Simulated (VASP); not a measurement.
# Ta2W (Ta (110), 3 layers) in VASP: further runs

Runs on Ta2W (Ta (110), 3 layers). Level: PBE. Tasks: single point.

Program: VASP 6.6.1. These are calculated values, not measurements. Logs are shortened: lines on timing, memory, paths and dates and some standing lists are left out, and cuts for length are marked.

### 1 The cell of the first run

The cell holds a slab with vacuum, 3 atoms: a = 2.875 Å, b = 2.875 Å, c = 20.695 Å, α = 90.00°, β = 90.00°, γ = 109.47°.

### 2 Single point, PBE

INCAR reads:

```
ALGO = Normal
DIPOL = 0.5 0.5 0.500
EDIFF = 1E-6
ENCUT = 400
GGA = PE
GGA_COMPAT = False
IDIPOL = 3
ISIF = 2
ISMEAR = -1
LASPH = True
LCHARG = False
LDIPOL = True
LREAL = False
LWAVE = False
NBANDS = 25
NELM = 120
NELMDL = -8
PREC = Accurate
SIGMA = 0.1
```

KPOINTS reads:

```
k-points
0
Gamma
  13 13 1
```

POSCAR reads:

```
Ta2W
1.0
    2.8752873597      0.0000000000      0.0000000000
   -0.9584291199      2.7108469199      0.0000000000
    0.0000000000      0.0000000000     20.6953000000
Ta W
2 1
Direct
    0.0000000000      0.0000000000      0.3903954831
    0.0000000000      0.0000000000      0.6096045260
    0.5000000000      0.5000000000      0.4999999909
```

Potentials or basis: VASP PAW PBE potentials, release 64 (Ta_pv, W_sv).

The run is started by

```bash
$ cat potpaw_PBE.64/Ta_pv/POTCAR potpaw_PBE.64/W_sv/POTCAR > POTCAR
$ mpirun -np 1 vasp_std > vasp.out
```

OUTCAR:

```text
EDIFF = 1E-6
   ENCUT = 400
   GGA = PE
   ISIF = 2
   ISMEAR = -1
   LASPH = True
   LREAL = False
   NELM = 120
   NELMDL = -8
   PREC = Accurate

 ion  position               nearest neighbor table
   1  0.000  0.000  0.390-   3 2.81   3 2.81   3 3.26   3 3.26
   2  0.000  0.000  0.610-   3 2.81   3 2.81   3 3.26   3 3.26
   3  0.500  0.500  0.500-   1 2.81   1 2.81   2 2.81   2 2.81   1 3.26   1 3.26   2 3.26   2 3.26

  LATTYP: Found a base centered orthorhombic cell.
 ALAT       =     3.3200958623
 B/A-ratio  =     1.4142135624
 C/A-ratio  =     6.2333441137

  Lattice vectors:

 A1 = (   2.8752873597,   0.0000000000,   0.0000000000)
 A2 = (  -0.9584291199,   2.7108469199,   0.0000000000)
 A3 = (   0.0000000000,   0.0000000000,  20.6953000000)

Analysis of symmetry for initial positions (statically):
=====================================================================
 Subroutine PRICEL returns:
 Original cell was already a primitive cell.

 Routine SETGRP: Setting up the symmetry group for a
 base centered orthorhombic supercell.

 Subroutine GETGRP returns: Found  8 space group operations
 (whereof  8 operations were pure point group operations)
 out of a pool of  8 trial point group operations.

The static configuration has the point symmetry D_2h.

Analysis of symmetry for dynamics (positions and initial velocities):
=====================================================================
 Subroutine PRICEL returns:
 Original cell was already a primitive cell.

 Routine SETGRP: Setting up the symmetry group for a
 base centered orthorhombic supercell.

 Subroutine GETGRP returns: Found  8 space group operations
 (whereof  8 operations were pure point group operations)
 out of a pool of  8 trial point group operations.

The dynamic configuration has the point symmetry D_2h.

 Subroutine INISYM returns: Found  8 space group operations
 (whereof  8 operations are pure point group operations),
 and found     1 'primitive' translations

----------------------------------------------------------------------------------------

                                     Primitive cell

  volume of cell :     161.3088

  direct lattice vectors                    reciprocal lattice vectors
     2.875287360  0.000000000  0.000000000     0.347791325  0.122962802  0.000000000
    -0.958429120  2.710846920  0.000000000     0.000000000  0.368888406  0.000000000
     0.000000000  0.000000000 20.695300000     0.000000000  0.000000000  0.048320150

  length of vectors
     2.875287360  2.875287360 20.695300000     0.368888406  0.368888406  0.048320150
[... 89 lines left out ...]
   ISIF   =      2    stress and relaxation
   ISYM   =      2    0-nonsym 1-usesym 2-fastsym
   POTIM  = 0.5000    time-step for ionic-motion
   TEBEG  =    0.0;   TEEND  =   0.0 temperature during run
   PSTRESS=    0.0 pullay stress
   NELECT =      36.0000    total number of electrons
   NUPDOWN=      -1.0000    fix difference up-down
   EMIN   =  10.00;   EMAX   =-10.00  energy-range for DOS
   EFERMI =   0.00;   METHOD = LEGACY
   ISMEAR =    -1;   SIGMA  =   0.10  broadening in eV -4-tet -1-fermi 0-gaus
   EFERMI_NEDOS =   21; number of points for ismear=-14 and -15
   IALGO  =     38    algorithm
   IMIX   =      4    mixing-type and parameters
     AMIX     =   0.40;   BMIX     =  1.00
     AMIX_MAG =   1.60;   BMIX_MAG =  1.00
  volume/ion in A,a.u.               =      53.77       362.86
  Fermi-wavevector in a.u.,A,eV,Ry     =   0.993016  1.876529 13.416449  0.986081
  Thomas-Fermi vector in A             =   2.124869
   LORBIT       =      0    0 simple, 1 ext, 2 COOP (PROOUT), +10 PAW based schemes
   GGA     = PE    functional components
   LHFCALC =     F    Hartree Fock is set to
   AEXX    =    0.0000 exact exchange contribution
   IVDW    =     0    specifies the selected vdW correction
   LEPSILON=     F    determine dielectric tensor
   LRPA    =     F    only Hartree local field effects (RPA)
 non-spin polarized calculation
  energy-cutoff  :      400.00
  volume of cell :      161.31
 maximum number of plane-waves:      2965
   NGX =  9   NGY =  9   NGZ = 67

 dipolmoment           0.000000      0.000000     -0.000000 electrons x Angstroem

 number of electron      36.0000008 magnetization

 dipolmoment           0.000000      0.000000      0.000000 electrons x Angstroem

 Free energy of the ion-electron system (eV)
  ---------------------------------------------------
  ext. energy  EPLUGINS =         0.00000000
  ---------------------------------------------------
  free energy    TOTEN  =       -34.16544710 eV

  energy without entropy =      -34.05282846  energy(sigma->0) =      -34.10913778

 E-fermi :  -0.6088     XC(G=0):  -5.2923

 val. band max:       -0.6117909433   @ k =   0.0769   0.0769   0.0000
 cond. band min:      -0.6025806315   @ k =   0.4615   0.2308   0.0000
 fundamental gap:      0.0092103118
 Fermi energy:        -0.6088027538

 k-point     1 :       0.0000    0.0000    0.0000
  band No.  band energies     occupation
      1     -74.4474      2.00000
      2     -38.6584      2.00000
      3     -38.3950      2.00000
      4     -38.2766      2.00000
      5     -35.0227      2.00000
      6     -34.9677      2.00000
[... 661 lines left out ...]
     24       3.2987      0.00000
     25       3.8062      0.00000

 [... further k-points ...]

------------------------ aborting loop because EDIFF is reached ----------------------------------------

 vacuum level on the upper side and lower side of the slab       (xc-potential included)        -0.129        -0.129

  FORCE on cell =-STRESS in cart. coord.  units (eV):
  Direction    XX          YY          ZZ          XY          YZ          ZX
  --------------------------------------------------------------------------------------
  -------------------------------------------------------------------------------------
  Total       -6.4594807     -6.8740694     -2.8677213     -0.5863169      0.0000000      0.0000000
  in kB      -64.1579106    -68.2757559    -28.4832502     -5.8235127      0.0000000      0.0000000
  external PRESSURE =     -53.6389722 kB  Pullay stress =       0.0000000 kB

 VOLUME and BASIS-vectors are now :
 -----------------------------------------------------------------------------
  energy-cutoff  :      400.00
  volume of cell :      161.31
      direct lattice vectors                 reciprocal lattice vectors
     2.875287360  0.000000000  0.000000000     0.347791325  0.122962802  0.000000000
    -0.958429120  2.710846920  0.000000000     0.000000000  0.368888406  0.000000000
     0.000000000  0.000000000 20.695300000     0.000000000  0.000000000  0.048320150

 POSITION                                       TOTAL-FORCE (eV/Angst)
 -----------------------------------------------------------------------------------
      0.00000      0.00000      8.07935         0.000000      0.000000      0.624884
      0.00000      0.00000     12.61595        -0.000000      0.000000     -0.624884
      0.95843      1.35542     10.34765        -0.000000      0.000000      0.000000
 -----------------------------------------------------------------------------------
    total drift:                               -0.000000     -0.000000      0.000246

  FREE ENERGIE OF THE ION-ELECTRON SYSTEM (eV)
  ---------------------------------------------------
  free  energy   TOTEN  =       -34.1654471043 eV

  energy  without entropy=      -34.0528284649  energy(sigma->0) =      -34.10913778

 vacuum level on the upper side and lower side of the slab         3.969         3.969
```

OSZICAR:

```text
N       E                     dE             d eps       ncg     rms          rms(c)
DAV:   1     0.238627870848E+03    0.23863E+03   -0.19716E+04  3274   0.105E+03
DAV:   2    -0.272434967204E+02   -0.26587E+03   -0.26022E+03  3011   0.318E+02
DAV:   3    -0.362524378389E+02   -0.90089E+01   -0.87137E+01  3131   0.565E+01
[... 18 lines left out ...]
DAV:  22    -0.341654340069E+02   -0.81913E-05   -0.95848E-07  2056   0.223E-03    0.124E-03
DAV:  23    -0.341654416892E+02   -0.76823E-05   -0.17784E-07  1733   0.152E-03    0.299E-04
DAV:  24    -0.341654459943E+02   -0.43051E-05   -0.14042E-07  1673   0.649E-04    0.461E-04
DAV:  25    -0.341654470096E+02   -0.10153E-05   -0.43236E-08  1451   0.616E-04    0.126E-04
DAV:  26    -0.341654471043E+02   -0.94706E-07   -0.55851E-09  1323   0.218E-04
   1 F= -.34165447E+02 E0= -.34109138E+02  d E =-.112619E+00
```

Wall time 96 s (1 thread of Intel Xeon 6975P-C (Granite Rapids), shared host); peak memory 0.29 GiB.

What came out:

* Free energy: -34.1654 eV
* Largest force: 0.625 eV/Å
* Band gap on the k mesh: zero (band 18 reaches 0.42 eV, above the bottom of band 19 at -1.17 eV)

Forces on the atoms (eV/Å):
```
Ta   0.000  0.000  0.625
Ta   0.000  0.000 -0.625
W    0.000  0.000  0.000
```

Levels at points of the mesh, in eV from the Fermi level:
```csv
k point,band 14,band 15,band 16,band 17,band 18,band 19,band 20,band 21,band 22,band 23
"(0.00, 0.00, 0.00)",-2.22,-0.80,-0.53,-0.47,-0.23,-0.18,0.18,0.88,2.03,2.41
```

Caveat: spin-orbit coupling is left out, which moves the levels of the heavy elements.

### 3 Single point, PBE

INCAR reads:

```
SYSTEM = Ta2W
PREC = Accurate ; ENCUT = 400
EDIFF = 1E-6 ; ISMEAR = -1
SIGMA = 0.1 ; LREAL = .FALSE.
LASPH = .TRUE. ; NELM = 120
ALGO = Normal ; ISIF = 2
LWAVE = .FALSE. ; LCHARG = .FALSE.
LDIPOL = .TRUE. ; IDIPOL = 3
DIPOL = 0.5 0.5 0.500 ; GGA = PE
NBANDS = 25 ; GGA_COMPAT = .FALSE.
NELMDL = -8
```

KPOINTS reads:

```
regular mesh
0
G
  13 13 1
  0 0 0
```

POSCAR is that of step 2.

Potentials or basis: VASP PAW PBE potentials, release 64 (Ta_pv, W_sv).

The run is started by

```bash
$ cat potpaw_PBE.64/Ta_pv/POTCAR potpaw_PBE.64/W_sv/POTCAR > POTCAR
$ mpirun -np 1 vasp_std > vasp.out
```

Wall time 1.8 min (1 thread of Intel Xeon 6975P-C (Granite Rapids), shared host); peak memory 0.29 GiB.

It converged, with:

```yaml
Free_energy: -34.1654 eV
Largest_force: 0.625 eV/Å
Band_gap_on_the_k_mesh: zero (band 18 reaches 0.42 eV, above the bottom of band 19 at -1.17 eV)
```

Forces on the atoms (eV/Å):
```
Ta   0.000  0.000  0.625
Ta   0.000  0.000 -0.625
W    0.000  0.000  0.000
```

Levels at points of the mesh, in eV from the Fermi level:
```csv
k point,band 16,band 17,band 18,band 19,band 20,band 21
"(0.00, 0.00, 0.00)",-0.53,-0.47,-0.23,-0.18,0.18,0.88
```

Caveat: spin-orbit coupling is left out, which moves the levels of the heavy elements.
